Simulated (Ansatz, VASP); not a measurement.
## Ta: VASP beside Ansatz

```
Ta
1.0
     2.90217    0.00000    0.00000
    -1.45108    2.51335    0.00000
     0.00000    0.00000    5.13824
Ta
2
Direct
  0.33333 0.66667 0.25000
  0.66667 0.33333 0.75000
```

Alike in both runs: functional PBE; k mesh 16 × 16 × 9; occupations fermi-dirac, width 0.05 eV; no spin polarisation.

Ansatz relaxed the structure, and its values are those at the end. VASP's run is a single point on that final structure, the one shown.

|  | VASP | Ansatz |
| --- | --- | --- |
| version | VASP 6.6.1 | Ansatz 0.2.0 |
| potentials or method | VASP PAW PBE potentials, release 64 (Ta_pv) | PAW with Ansatz's default frozen-core files, scalar-relativistic |
| plane-wave cutoff (eV) | 520 | 420 |
| valence electrons in the cell | 22 | 26 |

VASP gave:

* pressure (GPa): 0.1

Question: Which values does Ansatz return?

Answer: Pressure (GPa): 0.0.

VASP's potentials hold 22 valence electrons a cell and Ansatz's 26, so a difference there can come from the potentials and not from the codes.

Neither program's run includes spin-orbit coupling.
